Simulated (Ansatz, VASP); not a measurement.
Re in VASP and in Ansatz

```xyz
2
Lattice="2.7503 0.0000 0.0000 -1.3752 2.3818 0.0000 0.0000 0.0000 4.4433" Properties=species:S:1:pos:R:3 pbc="T T T"
Re    0.0000    0.0000    0.0000
Re    0.0000    1.5879    2.2216
```

Alike in both runs: functional PBEsol; k mesh 18 × 18 × 10; occupations gaussian, width 0.1 eV; no spin polarisation.

Ansatz relaxed the structure, and its values are those at the end. VASP's run is a single point on that final structure, the one shown.

|  | VASP | Ansatz |
| --- | --- | --- |
| version | VASP 6.6.1 | Ansatz 0.2.0 |
| potentials or method | VASP PAW PBE potentials, release 64 (Re), cutoff 520 eV | scalar-relativistic, plane waves, PAW |
| valence electrons in the cell | 14 | 30 |

```csv
,VASP,Ansatz,Ansatz less VASP
gap on the k mesh at the Fermi level (eV),none,none,-
pressure (GPa),0.0,0.0,0.00
```

VASP's potentials were made for PBE, not for PBEsol. A gap of «none» marks a metal or a gap that the smearing closes. VASP's potentials hold 14 valence electrons a cell and Ansatz's 30, so a difference there can come from the potentials and not from the codes.

Spin-orbit coupling is off throughout.
